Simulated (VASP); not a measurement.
# CoSn in VASP: a series of runs, part 2 of 3

VASP 6.6.1. Earlier steps stand in the parts before.

## Step 3: Relaxation of cell and atoms, PBE

This run uses another cell than the first one, of 15.48 Å³/atom, 0.995 times its volume.

Input file INCAR:

```
SYSTEM = CoSn
ALGO     = Normal         ! electronic algorithm
EDIFF    = 1E-6           ! SCF threshold, eV
EDIFFG   = -0.04          ! ionic threshold
ENCUT    = 600            ! plane-wave cutoff, eV
GGA      = PE             ! functional
IBRION   = 2              ! ionic algorithm
ISIF     = 3              ! what is computed and relaxed
ISMEAR   = 0              ! smearing method
LASPH    = .TRUE.         ! aspherical terms in the spheres
LCHARG   = .FALSE.        ! write CHGCAR
LREAL    = .FALSE.        ! projectors in reciprocal space
LWAVE    = .FALSE.        ! write WAVECAR
NELM     = 80             ! most SCF steps
NSW      = 90             ! ionic steps
PREC     = Accurate       ! precision mode
SIGMA    = 0.1            ! smearing width, eV
```

Input file KPOINTS:

```
k-points
0
G
  6 6 6
  0 0 0
```

Input file POSCAR:

```
CoSn
1.0
    3.1402391503      0.0000000000      0.0000000000
    0.0000000000      3.1402391503      0.0000000000
    0.0000000000      0.0000000000      3.1402391503
Co Sn
1 1
Direct
    0.0000000000      0.0000000000      0.0000000000
    0.5000000000      0.5000000000      0.5000000000
```

Potentials or basis: VASP PAW PBE potentials, release 64 (Co, Sn_d).

On the command line:

```sh
$ cat potpaw_PBE.64/Co/POTCAR potpaw_PBE.64/Sn_d/POTCAR > POTCAR
$ mpirun -np 1 vasp_std > vasp.out
```

OUTCAR:

```text
SYSTEM = CoSn
   EDIFF = 1E-6
   EDIFFG = -0.04
   ENCUT = 600
   GGA = PE
   IBRION = 2
   ISIF = 3
   ISMEAR = 0
   LASPH = .TRUE.
   LREAL = .FALSE.
   NELM = 80
   NSW = 90
   PREC = Accurate

 ion  position               nearest neighbor table
   1  0.000  0.000  0.000-   2 2.72   2 2.72   2 2.72   2 2.72   2 2.72   2 2.72   2 2.72   2 2.72

   2  0.500  0.500  0.500-   1 2.72   1 2.72   1 2.72   1 2.72   1 2.72   1 2.72   1 2.72   1 2.72

  LATTYP: Found a simple cubic cell.
 ALAT       =     3.1402391503

  Lattice vectors:

 A1 = (   3.1402391503,   0.0000000000,   0.0000000000)
 A2 = (   0.0000000000,   3.1402391503,   0.0000000000)
 A3 = (   0.0000000000,   0.0000000000,   3.1402391503)

Analysis of symmetry for initial positions (statically):
=====================================================================
 Subroutine PRICEL returns:
 Original cell was already a primitive cell.

 Routine SETGRP: Setting up the symmetry group for a
 simple cubic supercell.

 Subroutine GETGRP returns: Found 48 space group operations
 (whereof 48 operations were pure point group operations)
[... 175 lines left out ...]
      6      -0.8376      2.00000
      7       9.4265      2.00000
      8       9.4265      2.00000
      9      10.7987      2.00000
     10      10.7987      2.00000
     11      10.7987      2.00000
     12      14.2931      0.00000
     13      14.2931      0.00000
     14      14.2931      0.00000
[... 329 lines left out ...]
      2     -10.2782      2.00000
      3     -10.2782      2.00000
      4      -9.9386      2.00000
      5      -9.9386      2.00000
      6       7.4584      2.00000
      7       7.4584      2.00000
      8       7.4584      2.00000
      9       9.1966      2.00000
     10      11.2603      1.99977
     11      11.2603      1.99977
     12      13.8591      0.00000
     13      13.8591      0.00000
     14      13.8591      0.00000
     15      14.3827      0.00000

------------------------ aborting loop because EDIFF is reached ----------------------------------------

  FORCE on cell =-STRESS in cart. coord.  units (eV):
  Direction    XX          YY          ZZ          XY          YZ          ZX
  --------------------------------------------------------------------------------------
  -------------------------------------------------------------------------------------
  Total        0.0746194      0.0746194      0.0746194      0.0000000      0.0000000     -0.0000000
  in kB        3.8607744      3.8607744      3.8607744      0.0000000      0.0000000     -0.0000000
  external PRESSURE =       3.8607744 kB  Pullay stress =       0.0000000 kB

 VOLUME and BASIS-vectors are now :
 -----------------------------------------------------------------------------
  energy-cutoff  :      600.00
  volume of cell :       30.97
      direct lattice vectors                 reciprocal lattice vectors
     3.140239150  0.000000000  0.000000000     0.318447084  0.000000000  0.000000000
     0.000000000  3.140239150  0.000000000     0.000000000  0.318447084  0.000000000
     0.000000000  0.000000000  3.140239150     0.000000000  0.000000000  0.318447084

 POSITION                                       TOTAL-FORCE (eV/Angst)
 -----------------------------------------------------------------------------------
      0.00000      0.00000      0.00000         0.000000      0.000000      0.000000
      1.57012      1.57012      1.57012         0.000000      0.000000      0.000000
 -----------------------------------------------------------------------------------
    total drift:                                0.000000      0.000000      0.000000

  FREE ENERGIE OF THE ION-ELECTRON SYSTEM (eV)
  ---------------------------------------------------
  free  energy   TOTEN  =       -10.5417877098 eV

  energy  without entropy=      -10.5307115379  energy(sigma->0) =      -10.53624962

 reached required accuracy - stopping structural energy minimisation
```

CONTCAR:

```text
CoSn
   1.00000000000000
     3.1402391502999998    0.0000000000000000    0.0000000000000000
     0.0000000000000000    3.1402391502999998    0.0000000000000000
     0.0000000000000000    0.0000000000000000    3.1402391502999998
  Co              Sn
     1     1
Direct
     0.0000000000000000    0.0000000000000000    0.0000000000000000
     0.5000000000000000    0.5000000000000000    0.5000000000000000

  0.00000000E+00  0.00000000E+00  0.00000000E+00
  0.00000000E+00  0.00000000E+00  0.00000000E+00
```

It took 5.9 s on 1 thread of Intel Xeon 6975P-C (Granite Rapids), shared host; peak memory 0.16 GiB.

Results:

```yaml
Free_energy: -10.5418 eV
Pressure_after_relaxing: 0.4 GPa
```

Final structure:
```cif
data_structure
_symmetry_space_group_name_H-M 'P 1'
_symmetry_Int_Tables_number 1
_cell_length_a 3.1402
_cell_length_b 3.1402
_cell_length_c 3.1402
_cell_angle_alpha 90.000
_cell_angle_beta 90.000
_cell_angle_gamma 90.000
_cell_volume 30.97
loop_
_atom_site_label
_atom_site_type_symbol
_atom_site_fract_x
_atom_site_fract_y
_atom_site_fract_z
_atom_site_occupancy
Co1 Co 0.00000 0.00000 0.00000 1
Sn1 Sn 0.50000 0.50000 0.50000 1
```

Levels at points of the mesh, in eV from the Fermi level:
```csv
k point,band 8,band 9,band 10,band 11,band 12,band 13,band 14,band 15
"(0.00, 0.00, 0.00)",-2.09,-0.72,-0.72,-0.72,2.77,2.77,2.77,8.23
"(0.50, 0.00, 0.00)",-1.93,-1.67,-1.67,-0.75,-0.16,7.56,7.56,9.27
"(0.50, 0.50, 0.00)",-4.17,-2.31,-1.10,-1.10,-0.29,0.89,1.55,8.43
"(0.50, 0.50, 0.50)",-4.06,-2.32,-0.26,-0.26,2.34,2.34,2.34,2.86
```

Caveat: the relaxation stopped at its first step, so nothing moved; spin-orbit coupling is left out, which moves the levels of the heavy elements.

## Step 4: Single point, PBE

Input file INCAR:

```
SYSTEM = CoSn
PREC = Accurate
ENCUT = 520
EDIFF = 1E-7
ISMEAR = 0
SIGMA = 0.1
LREAL = .False.
LASPH = .True.
NELM = 100
ALGO = Normal
ISIF = 2
LWAVE = .False.
LCHARG = .False.
GGA = PE
NBANDS = 18
```

Input file KPOINTS:

```
Automatic mesh
0
Gamma
  18 18 18
  0 0 0
```

Input file POSCAR:

```
CoSn
1.0
    3.1444583298      0.0000000000      0.0000000000
    0.0000000000      3.1444583298      0.0000000000
    0.0000000000      0.0000000000      3.1444583298
Co Sn
1 1
Direct
    0.0000000000      0.0000000000      0.0000000000
    0.5000000000      0.5000000000      0.5000000000
```

On the command line:

```sh
$ cat potpaw_PBE.64/Co/POTCAR potpaw_PBE.64/Sn_d/POTCAR > POTCAR
$ mpirun -np 1 vasp_std > vasp.out
```

Wall time 26 s (1 thread of Intel Xeon 6975P-C (Granite Rapids), shared host); peak memory 0.24 GiB.

It converged, with:

```
Free energy : -10.5401 eV
Pressure    : 0.0 GPa
```

Levels at points of the mesh, in eV from the Fermi level:
| k point | band 10 | band 11 | band 12 | band 13 | band 14 | band 15 |
| --- | --- | --- | --- | --- | --- | --- |
| (0.00, 0.00, 0.00) | -0.72 | -0.72 | 2.80 | 2.80 | 2.80 | 8.21 |
| (0.50, 0.00, 0.00) | -1.65 | -0.75 | -0.16 | 7.55 | 7.55 | 9.29 |
| (0.50, 0.50, 0.00) | -1.10 | -1.10 | -0.29 | 0.89 | 1.55 | 8.43 |
| (0.50, 0.50, 0.50) | -0.26 | -0.26 | 2.36 | 2.36 | 2.36 | 2.86 |

Caveat: spin-orbit coupling is left out, which moves the levels of the heavy elements.

## Step 5: Single point, PBE, collinear spin, antiferromagnetic start

This run uses another cell than the first one: it holds 4 atoms, not 2.

Input file INCAR:

```
SYSTEM = CoSn
ALGO = Normal
EDIFF = 1E-6
ENCUT = 520
GGA = PE
ISIF = 2
ISMEAR = 0
ISPIN = 2
LASPH = .True.
LCHARG = .False.
LMAXMIX = 4
LORBIT = 11
LREAL = .False.
LWAVE = .False.
MAGMOM = -3 3 0 0
NBANDS = 35
NELM = 150
PREC = Accurate
SIGMA = 0.1
```

Input file KPOINTS:

```
k-points
0
Gamma
  4 4 4
  0 0 0
```

Input file POSCAR:

```
CoSn
1.0
    4.4580747075      0.0000000000      0.0000000000
    0.0000000000      4.4580747075      0.0000000000
    0.0000000000      0.0000000000      3.1160477375
Co Sn
2 2
Direct
    0.0000000000      0.0000000000      0.0000000000
    0.5000000000      0.5000000000      0.0000000000
    0.0000000000      0.5000000000      0.5011107405
    0.5000000000      0.0000000000      0.4988892595
```

Potentials or basis: VASP PAW PBE potentials, release 64 (Co, Sn_d).

On the command line:

```sh
$ cat potpaw_PBE.64/Co/POTCAR potpaw_PBE.64/Sn_d/POTCAR > POTCAR
$ mpirun -np 1 vasp_std > vasp.out
```

OUTCAR:

```text
SYSTEM = CoSn
   EDIFF = 1E-6
   ENCUT = 520
   GGA = PE
   ISIF = 2
   ISMEAR = 0
   ISPIN = 2
   LASPH = .True.
   LORBIT = 11
   LREAL = .False.
   NELM = 150
   PREC = Accurate

 ion  position               nearest neighbor table
   1  0.000  0.000  0.000-   3 2.72   4 2.72   3 2.72   4 2.72   3 2.72   3 2.72   4 2.72   4 2.72

   2  0.500  0.500  0.000-   3 2.72   4 2.72   4 2.72   3 2.72   3 2.72   4 2.72   3 2.72   4 2.72

   3  0.000  0.500  0.501-   1 2.72   2 2.72   1 2.72   2 2.72   1 2.72   1 2.72   2 2.72   2 2.72
                             4 3.15   4 3.15   4 3.15   4 3.15
   4  0.500  0.000  0.499-   1 2.72   2 2.72   2 2.72   1 2.72   2 2.72   1 2.72   1 2.72   2 2.72
                             3 3.15   3 3.15   3 3.15   3 3.15

  LATTYP: Found a simple tetragonal cell.
 ALAT       =     4.4580747075
 C/A-ratio  =     0.6989671421

  Lattice vectors:

 A1 = (   4.4580747075,   0.0000000000,   0.0000000000)
 A2 = (   0.0000000000,   4.4580747075,   0.0000000000)
 A3 = (   0.0000000000,   0.0000000000,   3.1160477375)

Analysis of symmetry for initial positions (statically):
=====================================================================
 Subroutine PRICEL returns:
 Original cell was already a primitive cell.

 Routine SETGRP: Setting up the symmetry group for a
 simple tetragonal supercell.

 Subroutine GETGRP returns: Found 16 space group operations
 (whereof  8 operations were pure point group operations)
 out of a pool of 16 trial point group operations.

The static configuration has the point symmetry D_2d.
 The point group associated with its full space group is D_4h.

Analysis of symmetry for dynamics (positions and initial velocities):
=====================================================================
 Subroutine PRICEL returns:
 Original cell was already a primitive cell.

 Routine SETGRP: Setting up the symmetry group for a
 simple tetragonal supercell.

 Subroutine GETGRP returns: Found 16 space group operations
 (whereof  8 operations were pure point group operations)
 out of a pool of 16 trial point group operations.

The dynamic configuration has the point symmetry D_2d.
 The point group associated with its full space group is D_4h.

Analysis of structural, dynamic, and magnetic symmetry:
=====================================================================
 Subroutine PRICEL returns:
 Original cell was already a primitive cell.

 Routine SETGRP: Setting up the symmetry group for a
 simple tetragonal supercell.

 Subroutine GETGRP returns: Found 16 space group operations
 (whereof  8 operations were pure point group operations)
 out of a pool of 16 trial point group operations.

The overall configuration has the point symmetry D_2d.
 The point group associated with its full space group is D_4h.

 Subroutine INISYM returns: Found 16 space group operations
 (whereof  8 operations are pure point group operations),
 and found     1 'primitive' translations

----------------------------------------------------------------------------------------

                                     Primitive cell

  volume of cell :      61.9297

  direct lattice vectors                    reciprocal lattice vectors
[... 84 lines left out ...]
   EDIFF  = 0.1E-05   stopping-criterion for ELM
   LREAL  =      F    real-space projection
   EDIFFG = 0.1E-04   stopping-criterion for IOM
   NSW    =      0    number of steps for IOM
   IBRION =     -1    ionic relax: 0-MD 1-quasi-New 2-CG
   NFREE  =      0    steps in history (QN), initial steepest desc. (CG)
   ISIF   =      2    stress and relaxation
   ISYM   =      2    0-nonsym 1-usesym 2-fastsym
   POTIM  = 0.5000    time-step for ionic-motion
   TEBEG  =    0.0;   TEEND  =   0.0 temperature during run
   PSTRESS=    0.0 pullay stress
   NELECT =      46.0000    total number of electrons
   NUPDOWN=      -1.0000    fix difference up-down
   EMIN   =  10.00;   EMAX   =-10.00  energy-range for DOS
   EFERMI =   0.00;   METHOD = LEGACY
   ISMEAR =     0;   SIGMA  =   0.10  broadening in eV -4-tet -1-fermi 0-gaus
   EFERMI_NEDOS =   21; number of points for ismear=-14 and -15
   IALGO  =     38    algorithm
   IMIX   =      4    mixing-type and parameters
     AMIX     =   0.40;   BMIX     =  1.00
     AMIX_MAG =   1.60;   BMIX_MAG =  1.00
  volume/ion in A,a.u.               =      15.48       104.48
  Fermi-wavevector in a.u.,A,eV,Ry     =   1.482613  2.801733 29.907534  2.198142
  Thomas-Fermi vector in A             =   2.596377
   LORBIT       =     11    0 simple, 1 ext, 2 COOP (PROOUT), +10 PAW based schemes
   GGA     = PE    functional components
   LHFCALC =     F    Hartree Fock is set to
   AEXX    =    0.0000 exact exchange contribution
   IVDW    =     0    specifies the selected vdW correction
   LEPSILON=     F    determine dielectric tensor
   LRPA    =     F    only Hartree local field effects (RPA)
 spin polarized calculation
 Gauss-broadening in eV      SIGMA  =   0.10
  energy-cutoff  :      520.00
  volume of cell :       61.93
 maximum number of plane-waves:      1688
 NGX is ok and might be reduce to    36

 number of electron      45.9999985 magnetization       0.0000000

 number of electron      45.9999985 magnetization      -0.0000000

 Free energy of the ion-electron system (eV)
  ---------------------------------------------------
  ext. energy  EPLUGINS =         0.00000000
  ---------------------------------------------------
  free energy    TOTEN  =       -21.05149862 eV

  energy without entropy =      -21.02293897  energy(sigma->0) =      -21.03721880

 E-fermi :  11.4747     XC(G=0): -12.4171

 val. band max:       11.4490498399   @ k =   0.0000   0.0000   0.5000
 cond. band min:      11.4793577957   @ k =   0.5000   0.2500   0.2500
 fundamental gap:      0.0303079559
 Fermi energy:        11.4747313552

 spin component 1

 k-point     1 :       0.0000    0.0000    0.0000
  band No.  band energies     occupation
      1     -10.3900      1.00000
      2     -10.3716      1.00000
      3     -10.2991      1.00000
      4     -10.2505      1.00000
      5     -10.1551      1.00000
      6     -10.1551      1.00000
[... 673 lines left out ...]
     34      22.5439      0.00000
     35      24.0162      0.00000
 Fermi energy:        11.4747313552

 spin component 2

 k-point     1 :       0.0000    0.0000    0.0000
  band No.  band energies     occupation
      1     -10.3900      1.00000
      2     -10.3716      1.00000
      3     -10.2991      1.00000
      4     -10.2505      1.00000
      5     -10.1551      1.00000
      6     -10.1551      1.00000
[... 673 lines left out ...]
     34      22.5439      0.00000
     35      24.0162      0.00000

------------------------ aborting loop because EDIFF is reached ----------------------------------------

  FORCE on cell =-STRESS in cart. coord.  units (eV):
  Direction    XX          YY          ZZ          XY          YZ          ZX
  --------------------------------------------------------------------------------------
  -------------------------------------------------------------------------------------
  Total        0.2421457      0.2421457     -0.1735015      0.0000000     -0.0000000      0.0000000
  in kB        6.2645315      6.2645315     -4.4886426      0.0000000     -0.0000000      0.0000000
  external PRESSURE =       2.6801402 kB  Pullay stress =       0.0000000 kB

 VOLUME and BASIS-vectors are now :
 -----------------------------------------------------------------------------
  energy-cutoff  :      520.00
  volume of cell :       61.93
      direct lattice vectors                 reciprocal lattice vectors
     4.458074707  0.000000000  0.000000000     0.224312078  0.000000000  0.000000000
     0.000000000  4.458074707  0.000000000     0.000000000  0.224312078  0.000000000
     0.000000000  0.000000000  3.116047738     0.000000000  0.000000000  0.320919345

 POSITION                                       TOTAL-FORCE (eV/Angst)
 -----------------------------------------------------------------------------------
      0.00000      0.00000      0.00000         0.000000     -0.000000      0.000000
      2.22904      2.22904      0.00000        -0.000000      0.000000      0.000000
      0.00000      2.22904      1.56148         0.000000      0.000000     -0.010069
      2.22904      0.00000      1.55456         0.000000      0.000000      0.010069
 -----------------------------------------------------------------------------------
    total drift:                                0.000000      0.000000      0.000000

  FREE ENERGIE OF THE ION-ELECTRON SYSTEM (eV)
  ---------------------------------------------------
  free  energy   TOTEN  =       -21.0514986179 eV

  energy  without entropy=      -21.0229389725  energy(sigma->0) =      -21.03721880

 total charge

# of ion       s       p       d       tot
------------------------------------------
    1        0.347   0.352   7.524   8.223
    2        0.347   0.352   7.524   8.223
    3        1.098   1.210  10.088  12.396
    4        1.098   1.210  10.088  12.396
--------------------------------------------------
tot          2.890   3.125  35.224  41.239

 magnetization (x)

# of ion       s       p       d       tot
------------------------------------------
    1       -0.004  -0.001  -0.178  -0.183
    2        0.004   0.001   0.178   0.183
    3        0.000   0.000   0.000   0.000
    4        0.000   0.000   0.000   0.000
--------------------------------------------------
tot          0.000   0.000   0.000   0.000
```

Wall time 43 s (1 thread of Intel Xeon 6975P-C (Granite Rapids), shared host); peak memory 0.23 GiB.

What came out:

```yaml
Free_energy: -21.0515 eV
Pressure: 0.3 GPa
Largest_force: 0.010 eV/Å
Band_gap_on_the_k_mesh: zero (filled and empty bands overlap)
Net_moment: 0.00 μB per cell
Site_moments: Co -0.18, +0.18; Sn +0.00 μB
Valence_electrons_inside_the_program's_atomic_spheres: Co 8.22; Sn 12.40
```

Forces in eV/Å, atoms in the order of the input:
```
Co   0.000  0.000  0.000
Co   0.000  0.000  0.000
Sn   0.000  0.000 -0.010
Sn   0.000  0.000  0.010
```

Caveat: the k points lie up to 0.50 Å⁻¹ apart; spin-orbit coupling is left out, which moves the levels of the heavy elements.

(Continued in part 3 of 3.)
